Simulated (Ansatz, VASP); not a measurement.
## CsH: VASP beside Ansatz

File POSCAR:

```
CsH
1.0
    0.0000000000      3.0604800000      3.0604800000
    3.0604800000      0.0000000000      3.0604800000
    3.0604800000      3.0604800000      0.0000000000
Cs H
1 1
Direct
    0.0000000000      0.0000000000      0.0000000000
    0.5000000000      0.5000000000      0.5000000000
```

INCAR.step1

```
  ALGO = Normal
  EDIFF = 1E-4
  ENCUT = 520
  GGA = PE
  ISMEAR = 0
  LASPH = True
  LCHARG = False
  LREAL = False
  LWAVE = True
  NBANDS = 12
  NELM = 100
  PREC = Accurate
  SIGMA = 0.05
```

INCAR.step2

```
  ALGO = Normal
  EDIFF = 1E-6
  ENCUT = 520
  ISIF = 2
  ISMEAR = 0
  ISTART = 1
  LASPH = True
  LCHARG = False
  LMIXTAU = True
  LREAL = False
  LWAVE = False
  METAGGA = R2SCAN
  NBANDS = 12
  NELM = 100
  PREC = Accurate
  SIGMA = 0.05
```

File KPOINTS:

```
k-points
0
Gamma
  6 6 6
```

Input for Ansatz:

```yaml
crystal:
  lattice:
    - [0.0, 3.06048, 3.06048]
    - [3.06048, 0.0, 3.06048]
    - [3.06048, 3.06048, 0.0]
  atoms:
    - { symbol: Cs, position: [0.0, 0.0, 0.0] }
    - { symbol: H, position: [0.5, 0.5, 0.5] }
basis:
  ecutwfc: 500
kpoints:
  mp_grid: { grid: [6, 6, 6] }
hamiltonian:
  xc: r2scan
scf:
  occupations: { method: gaussian, width: 0.05 }
output:
  forces: true
  stress: true
  eigenvalues: true
```

Change from the starting cell: strain -0.040 along x and y, -0.040 along z, atoms carried along.

Alike in both runs: task single point; functional r2SCAN; k mesh 6 × 6 × 6; occupations gaussian, width 0.05 eV; no spin polarisation.

|  | VASP | Ansatz |
| --- | --- | --- |
| version | VASP 6.6.1 | Ansatz 0.2.0 |
| potentials or method | VASP PAW PBE potentials, release 64 (Cs_sv, H), cutoff 520 eV | scalar-relativistic, plane waves, PAW |
| valence electrons in the cell | 10 | 10 |

```tsv
	VASP	Ansatz	Ansatz less VASP
gap on the k mesh at the Fermi level (eV)	2.50	2.52	+0.025
least direct gap on the mesh (eV)	2.50	2.52	+0.025
pressure (GPa)	1.6	1.5	-0.07
```

VASP's potentials were made for PBE, not for r2SCAN. With one functional, cell and mesh, what is left measures potentials, basis and numerics.

Spin-orbit coupling is off throughout.
